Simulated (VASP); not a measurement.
# TiN (rocksalt type) (Fm-3m) in VASP: further runs

Runs on TiN (rocksalt type). Level: PBE. Tasks: single point.

Program: VASP 6.6.1. These are calculated values, not measurements. Logs are shortened: lines on timing, memory, paths and dates and some standing lists are left out, and cuts for length are marked.

## Step 1: The cell of the first run

Symmetry: Fm-3m, No. 225, cubic system. Conventional cell: a = 4.247 Å, b = 4.247 Å, c = 4.247 Å, α = 90.00°, β = 90.00°, γ = 90.00°. Within 2.8 Å of Ti (site symmetry m-3m) lie 6 N at 2.12 Å. Within 2.8 Å of N (site symmetry m-3m) lie 6 Ti at 2.12 Å.

## Step 2: Single point, PBE

Contents of INCAR:

```
  ALGO = Normal
  EDIFF = 1E-7
  ENCUT = 520
  GGA = PE
  ISIF = 2
  ISMEAR = -1
  LASPH = True
  LCHARG = False
  LREAL = False
  LWAVE = False
  NBANDS = 25
  NELM = 80
  PREC = Accurate
  SIGMA = 0.08
```

Contents of KPOINTS:

```
k-points
0
Gamma
  12 12 9
```

Contents of POSCAR:

```
TiN
1.0
    2.1236374924      2.1236374924      0.0000000000
   -2.1236374924      2.1236374924      0.0000000000
    0.0000000000      0.0000000000      4.2472749848
Ti N
2 2
Direct
    0.0000000000      0.0000000000      0.0000000000
    0.5000000000      0.5000000000      0.5000000000
    0.5000000000      0.5000000000      0.0000000000
    0.0000000000      0.0000000000      0.5000000000
```

Potentials or basis: VASP PAW PBE potentials, release 64 (Ti_sv, N).

Command:

```sh
$ cat potpaw_PBE.64/Ti_sv/POTCAR potpaw_PBE.64/N/POTCAR > POTCAR
$ mpirun -np 1 vasp_std > vasp.out
```

OUTCAR:

```text
EDIFF = 1E-7
   ENCUT = 520
   GGA = PE
   ISIF = 2
   ISMEAR = -1
   LASPH = True
   LREAL = False
   NELM = 80
   PREC = Accurate

 ion  position               nearest neighbor table
   1  0.000  0.000  0.000-   3 2.12   4 2.12   4 2.12   3 2.12   3 2.12   3 2.12
   2  0.500  0.500  0.500-   3 2.12   4 2.12   3 2.12   4 2.12   4 2.12   4 2.12
   3  0.500  0.500  0.000-   1 2.12   2 2.12   2 2.12   1 2.12   1 2.12   1 2.12
   4  0.000  0.000  0.500-   1 2.12   2 2.12   1 2.12   2 2.12   2 2.12   2 2.12

  LATTYP: Found a simple tetragonal cell.
 ALAT       =     3.0032769433
 C/A-ratio  =     1.4142135624

  Lattice vectors:

 A1 = (   2.1236374924,   2.1236374924,   0.0000000000)
 A2 = (  -2.1236374924,   2.1236374924,   0.0000000000)
 A3 = (   0.0000000000,   0.0000000000,   4.2472749848)

Analysis of symmetry for initial positions (statically):
=====================================================================
 Subroutine PRICEL returns following result:

  LATTYP: Found a face centered cubic cell.
 ALAT       =     4.2472749848

  Lattice vectors:

 A1 = (   0.0000000000,  -2.1236374924,  -2.1236374924)
 A2 = (   2.1236374924,   0.0000000000,  -2.1236374924)
 A3 = (   2.1236374924,  -2.1236374924,  -0.0000000000)

   2 primitive cells build up your supercell.

 Routine SETGRP: Setting up the symmetry group for a
 simple tetragonal supercell.

 Subroutine GETGRP returns: Found 16 space group operations
 (whereof 16 operations were pure point group operations)
 out of a pool of 16 trial point group operations.

The static configuration has the point symmetry D_4h.

Analysis of symmetry for dynamics (positions and initial velocities):
=====================================================================
 Subroutine PRICEL returns following result:

  LATTYP: Found a face centered cubic cell.
 ALAT       =     4.2472749848

  Lattice vectors:

 A1 = (   0.0000000000,  -2.1236374924,  -2.1236374924)
 A2 = (   2.1236374924,   0.0000000000,  -2.1236374924)
 A3 = (   2.1236374924,  -2.1236374924,  -0.0000000000)

   2 primitive cells build up your supercell.

 Routine SETGRP: Setting up the symmetry group for a
 simple tetragonal supercell.

 Subroutine GETGRP returns: Found 16 space group operations
 (whereof 16 operations were pure point group operations)
 out of a pool of 16 trial point group operations.

The dynamic configuration has the point symmetry D_4h.

 Subroutine INISYM returns: Found 16 space group operations
 (whereof 16 operations are pure point group operations),
 and found     2 'primitive' translations

----------------------------------------------------------------------------------------

                                     Primitive cell

  volume of cell :      19.1545

  direct lattice vectors                    reciprocal lattice vectors
     0.000000000 -2.123637492 -2.123637492    -0.235445080 -0.235445080 -0.235445080
     2.123637492  0.000000000 -2.123637492     0.235445080  0.235445080 -0.235445080
     2.123637492 -2.123637492 -0.000000000     0.235445080 -0.235445080  0.235445080

  length of vectors
     3.003276943  3.003276943  3.003276943     0.407802842  0.407802842  0.407802842

  position of ions in fractional coordinates (direct lattice)
     0.000000000  0.000000000  0.000000000
     0.500000000  0.500000000  0.500000000

  ion indices of the primitive-cell ions
   primitive index   ion index
                 1           1
                 2           4

----------------------------------------------------------------------------------------

 KPOINTS: k-points

Automatic generation of k-mesh.
 Grid dimensions read from file:
 generate k-points for:   12   12    9

 Generating k-lattice:

  Cartesian coordinates                     Fractional coordinates (reciprocal lattice)
     0.019620423  0.019620423  0.000000000     0.083333333  0.000000000  0.000000000
    -0.019620423  0.019620423  0.000000000     0.000000000  0.083333333  0.000000000
     0.000000000  0.000000000  0.026160564     0.000000000  0.000000000  0.111111111

  Length of vectors
     0.027747469  0.027747469  0.026160564

  Shift w.r.t. Gamma in fractional coordinates (k-lattice)
     0.000000000  0.000000000  0.000000000

 Subroutine IBZKPT returns following result:
 ===========================================

 Found    140 irreducible k-points:

 Following reciprocal coordinates:
            Coordinates               Weight
  0.000000  0.000000  0.000000      1.000000
  0.083333  0.000000  0.000000      4.000000
  0.166667  0.000000  0.000000      4.000000
  0.250000  0.000000  0.000000      4.000000
  0.333333  0.000000  0.000000      4.000000
  0.416667  0.000000  0.000000      4.000000
[... 16 lines left out ...]
  0.333333  0.333333  0.000000      4.000000
  0.416667  0.333333  0.000000      8.000000
 [... further k-points ...]
   k-points           NKPTS =    140   k-points in BZ     NKDIM =    140   number of bands    NBANDS=     25
   number of dos      NEDOS =    301   number of ions     NIONS =      4
   total plane-waves  NPLWV =  18432
   dimension x,y,z NGX =    24 NGY =   24 NGZ =   32
   dimension x,y,z NGXF=    48 NGYF=   48 NGZF=   64
   ions per type =               2   2
   NGX,Y,Z   is equivalent  to a cutoff of  13.29, 13.29, 12.53 a.u.
   NGXF,Y,Z  is equivalent  to a cutoff of  26.57, 26.57, 25.05 a.u.
 SYSTEM =  unknown system
   PREC   = accura    normal or accurate (medium, high low for compatibility)
   ISTART =      0    job   : 0-new  1-cont  2-samecut
   ICHARG =      2    charge: 1-file 2-atom 10-const
   ISPIN  =      1    spin polarized calculation?
   LNONCOLLINEAR =      F non collinear calculations
   LSORBIT =      F    spin-orbit coupling
   LASPH  =      T    aspherical Exc in radial PAW
   ENCUT  =  520.0 eV  38.22 Ry    6.18 a.u.   5.58  5.58  7.90*2*pi/ulx,y,z
   NELM   =     80;   NELMIN=  2; NELMDL= -5     # of ELM steps
   EDIFF  = 0.1E-06   stopping-criterion for ELM
   LREAL  =      F    real-space projection
   EDIFFG = 0.1E-05   stopping-criterion for IOM
   NSW    =      0    number of steps for IOM
   IBRION =     -1    ionic relax: 0-MD 1-quasi-New 2-CG
   NFREE  =      0    steps in history (QN), initial steepest desc. (CG)
   ISIF   =      2    stress and relaxation
   ISYM   =      2    0-nonsym 1-usesym 2-fastsym
   POTIM  = 0.5000    time-step for ionic-motion
   TEBEG  =    0.0;   TEEND  =   0.0 temperature during run
   PSTRESS=    0.0 pullay stress
   NELECT =      34.0000    total number of electrons
   NUPDOWN=      -1.0000    fix difference up-down
   EMIN   =  10.00;   EMAX   =-10.00  energy-range for DOS
   EFERMI =   0.00;   METHOD = LEGACY
   ISMEAR =    -1;   SIGMA  =   0.08  broadening in eV -4-tet -1-fermi 0-gaus
   EFERMI_NEDOS =   21; number of points for ismear=-14 and -15
   IALGO  =     38    algorithm
   IMIX   =      4    mixing-type and parameters
     AMIX     =   0.40;   BMIX     =  1.00
     AMIX_MAG =   1.60;   BMIX_MAG =  1.00
  volume/ion in A,a.u.               =       9.58        64.63
  Fermi-wavevector in a.u.,A,eV,Ry     =   1.573261  2.973032 33.676459  2.475150
  Thomas-Fermi vector in A             =   2.674572
   LORBIT       =      0    0 simple, 1 ext, 2 COOP (PROOUT), +10 PAW based schemes
   GGA     = PE    functional components
   LHFCALC =     F    Hartree Fock is set to
   AEXX    =    0.0000 exact exchange contribution
   IVDW    =     0    specifies the selected vdW correction
   LEPSILON=     F    determine dielectric tensor
   LRPA    =     F    only Hartree local field effects (RPA)
 non-spin polarized calculation
  energy-cutoff  :      520.00
  volume of cell :       38.31
 maximum number of plane-waves:      1055
 NGX is ok and might be reduce to    24
   NGX = 11   NGY = 11   NGZ = 15

 number of electron      33.9999988 magnetization

 Free energy of the ion-electron system (eV)
  ---------------------------------------------------
  ext. energy  EPLUGINS =         0.00000000
  ---------------------------------------------------
  free energy    TOTEN  =       -39.29227090 eV

  energy without entropy =      -39.25726398  energy(sigma->0) =      -39.27476744

 E-fermi :  11.3733     XC(G=0): -12.9983

 val. band max:       11.3529639483   @ k =   0.1667   0.1667   0.4444
 cond. band min:      11.3739652827   @ k =   0.4167   0.2500   0.2222
 fundamental gap:      0.0210013344
 Fermi energy:        11.3732910736

 k-point     1 :       0.0000    0.0000    0.0000
  band No.  band energies     occupation
      1     -46.4839      2.00000
      2     -46.3585      2.00000
      3     -22.9928      2.00000
      4     -22.6671      2.00000
      5     -22.6671      2.00000
      6     -22.4678      2.00000
[... 17 lines left out ...]
     24      13.7578      0.00000
     25      13.7578      0.00000

 k-point     2 :       0.0833    0.0000    0.0000
  band No.  band energies     occupation
      1     -46.4796      2.00000
      2     -46.3584      2.00000
      3     -22.9819      2.00000
      4     -22.6870      2.00000
      5     -22.6607      2.00000
      6     -22.4929      2.00000
[... 17 lines left out ...]
     24      13.7122      0.00000
     25      13.7552      0.00000

 k-point     3 :       0.1667    0.0000    0.0000
  band No.  band energies     occupation
      1     -46.4676      2.00000
      2     -46.3588      2.00000
      3     -22.9505      2.00000
      4     -22.7406      2.00000
      5     -22.6425      2.00000
      6     -22.5684      2.00000
[... 17 lines left out ...]
     24      13.7389      0.00000
     25      14.1360      0.00000

 k-point     4 :       0.2500    0.0000    0.0000
  band No.  band energies     occupation
      1     -46.4497      2.00000
      2     -46.3608      2.00000
      3     -22.9016      2.00000
      4     -22.8109      2.00000
      5     -22.6723      2.00000
      6     -22.6154      2.00000
[... 17 lines left out ...]
     24      14.8315      0.00000
     25      14.9499      0.00000

 k-point     5 :       0.3333    0.0000    0.0000
  band No.  band energies     occupation
      1     -46.4288      2.00000
      2     -46.3658      2.00000
      3     -22.8758      2.00000
      4     -22.8399      2.00000
      5     -22.7792      2.00000
      6     -22.5833      2.00000
[... 17 lines left out ...]
     24      14.8029      0.00000
     25      15.9223      0.00000

 k-point     6 :       0.4167    0.0000    0.0000
  band No.  band energies     occupation
      1     -46.4077      2.00000
      2     -46.3751      2.00000
      3     -22.9144      2.00000
      4     -22.8648      2.00000
      5     -22.7711      2.00000
      6     -22.6348      2.00000
[... 17 lines left out ...]
     24      14.5831      0.00000
     25      16.7142      0.00000
[... 393 lines left out ...]
 k-point    21 :       0.4167    0.2500    0.0000
  band No.  band energies     occupation
      1     -46.3876      2.00000
      2     -46.3644      2.00000
      3     -22.9181      2.00000
      4     -22.8913      2.00000
      5     -22.7356      2.00000
      6     -22.6482      2.00000
[... 17 lines left out ...]
     24      14.2577      0.00000
     25      15.4880      0.00000

 k-point    22 :       0.5000    0.2500    0.0000
  band No.  band energies     occupation
      1     -46.3739      2.00000
      2     -46.3739      2.00000
      3     -22.9242      2.00000
      4     -22.9242      2.00000
      5     -22.6853      2.00000
      6     -22.6853      2.00000
[... 17 lines left out ...]
     24      13.9949      0.00000
     25      15.6291      0.00000

 k-point    23 :       0.3333    0.3333    0.0000
  band No.  band energies     occupation
      1     -46.3898      2.00000
      2     -46.3582      2.00000
      3     -22.9102      2.00000
      4     -22.8777      2.00000
      5     -22.7512      2.00000
      6     -22.6826      2.00000
[... 17 lines left out ...]
     24      14.2565      0.00000
     25      15.1604      0.00000

 k-point    24 :       0.4167    0.3333    0.0000
  band No.  band energies     occupation
      1     -46.3765      2.00000
      2     -46.3601      2.00000
      3     -22.9419      2.00000
      4     -22.9258      2.00000
      5     -22.7137      2.00000
      6     -22.6705      2.00000
[... 17 lines left out ...]
     24      13.9574      0.00000
     25      15.1623      0.00000

 [... further k-points ...]
[... 5 lines left out ...]
  --------------------------------------------------------------------------------------
  -------------------------------------------------------------------------------------
  Total        0.0939332      0.0939332      0.1268077      0.0000000     -0.0000000     -0.0000000
  in kB        3.9285150      3.9285150      5.3034096      0.0000000     -0.0000000     -0.0000000
  external PRESSURE =       4.3868132 kB  Pullay stress =       0.0000000 kB

 VOLUME and BASIS-vectors are now :
 -----------------------------------------------------------------------------
  energy-cutoff  :      520.00
  volume of cell :       38.31
      direct lattice vectors                 reciprocal lattice vectors
     2.123637492  2.123637492  0.000000000     0.235445080  0.235445080  0.000000000
    -2.123637492  2.123637492  0.000000000    -0.235445080  0.235445080  0.000000000
     0.000000000  0.000000000  4.247274985     0.000000000  0.000000000  0.235445080

 POSITION                                       TOTAL-FORCE (eV/Angst)
 -----------------------------------------------------------------------------------
      0.00000      0.00000      0.00000        -0.000000      0.000000     -0.000000
      0.00000      2.12364      2.12364         0.000000     -0.000000      0.000000
      0.00000      2.12364      0.00000        -0.000000      0.000000     -0.000000
      0.00000      0.00000      2.12364         0.000000     -0.000000     -0.000000
 -----------------------------------------------------------------------------------
    total drift:                                0.000000      0.000000     -0.000000

  FREE ENERGIE OF THE ION-ELECTRON SYSTEM (eV)
  ---------------------------------------------------
  free  energy   TOTEN  =       -39.2922708961 eV

  energy  without entropy=      -39.2572639830  energy(sigma->0) =      -39.27476744
```

Wall time 60 s (1 thread of Intel Xeon 6975P-C (Granite Rapids), shared host); peak memory 0.23 GiB.

What came out:

```yaml
Free_energy: -39.2923 eV
Pressure: 0.4 GPa
Band_gap_on_the_k_mesh: zero (band 17 reaches 13.04 eV, above the bottom of band 18 at 8.35 eV)
```

## Step 3: Single point, PBE

Contents of INCAR:

```
SYSTEM = TiN
PREC     = Accurate       ! precision mode
ENCUT    = 520            ! plane-wave cutoff, eV
EDIFF    = 1E-6           ! SCF threshold, eV
ISMEAR   = -1             ! smearing method
SIGMA    = 0.08           ! smearing width, eV
LREAL    = .FALSE.        ! projectors in reciprocal space
LASPH    = .TRUE.         ! aspherical terms in the spheres
NELM     = 80             ! most SCF steps
ALGO     = Normal         ! electronic algorithm
ISIF     = 2              ! what is computed and relaxed
LWAVE    = .FALSE.        ! write WAVECAR
LCHARG   = .TRUE.         ! write CHGCAR
GGA      = PE             ! functional
LELF     = .TRUE.         ! ELF
LVHAR    = .TRUE.       
NBANDS   = 25             ! bands
```

Contents of KPOINTS:

```
regular mesh
0
G
  12 12 9
  0 0 0
```

POSCAR is that of step 2.

Potentials or basis: VASP PAW PBE potentials, release 64 (Ti_sv, N).

Command:

```sh
$ cat potpaw_PBE.64/Ti_sv/POTCAR potpaw_PBE.64/N/POTCAR > POTCAR
$ mpirun -np 1 vasp_std > vasp.out
```

Run time: 52 s. Hardware: 1 thread of Intel Xeon 6975P-C (Granite Rapids), shared host; peak memory 0.23 GiB.

The run converged. Its results:

* Free energy: -39.2923 eV
* Pressure: 0.4 GPa
* Band gap on the k mesh: zero (band 17 reaches 13.04 eV, above the bottom of band 18 at 8.35 eV)

Levels at points of the mesh, in eV from the Fermi level:
```tsv
k point	band 13	band 14	band 15	band 16	band 17	band 18	band 19	band 20	band 21	band 22
(0.00, 0.00, 0.00)	-3.20	-3.02	-2.02	-2.01	-2.01	-0.59	-0.59	-0.59	0.59	0.59
(0.50, 0.00, 0.00)	-5.16	-5.16	-5.02	-5.02	0.94	0.94	1.70	1.70	1.77	1.77
(0.50, 0.50, 0.00)	-3.20	-3.20	-3.20	-3.20	-3.03	-3.03	1.65	1.65	2.38	2.38
```
